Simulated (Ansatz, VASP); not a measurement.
# One calculation of WSe2, two programs

```xyz
6
Lattice="3.4206 0.0000 0.0000 -1.7103 2.9623 0.0000 0.0000 0.0000 15.4951" Properties=species:S:1:pos:R:3 pbc="T T T"
W     1.7103    0.9874   11.6214
W     0.0000    1.9749    3.8738
Se    0.0000    1.9749   13.2644
Se    1.7103    0.9874    5.5168
Se    0.0000    1.9749    9.9783
Se    1.7103    0.9874    2.2307
```

Alike in both runs: task single point; functional PBE; k mesh 12 × 12 × 2; occupations gaussian, width 0.02 eV; no spin polarisation.

|  | VASP | Ansatz |
| --- | --- | --- |
| version | VASP 6.6.1 | Ansatz 0.2.0 |
| potentials or method | VASP PAW PBE potentials, release 64 (W_sv, Se), cutoff 520 eV | scalar-relativistic, plane waves, PAW |
| valence electrons in the cell | 52 | 92 |

```tsv
	VASP	Ansatz	Ansatz less VASP
gap on the k mesh at the Fermi level (eV)	1.03	1.03	+0.007
least direct gap on the mesh (eV)	1.21	1.21	+0.003
pressure (GPa)	-3.1	-3.3	-0.20
traceless stress, the component that is largest in VASP (GPa)	3.29	3.24	-0.046
rms of the force components (eV/Å)	0.018	0.000	-0.0184
```

Atom by atom the forces differ by 0.018 eV/Å (rms over components). VASP's potentials hold 52 valence electrons a cell and Ansatz's 92, so a difference there can come from the potentials and not from the codes.

Spin-orbit coupling is off throughout.
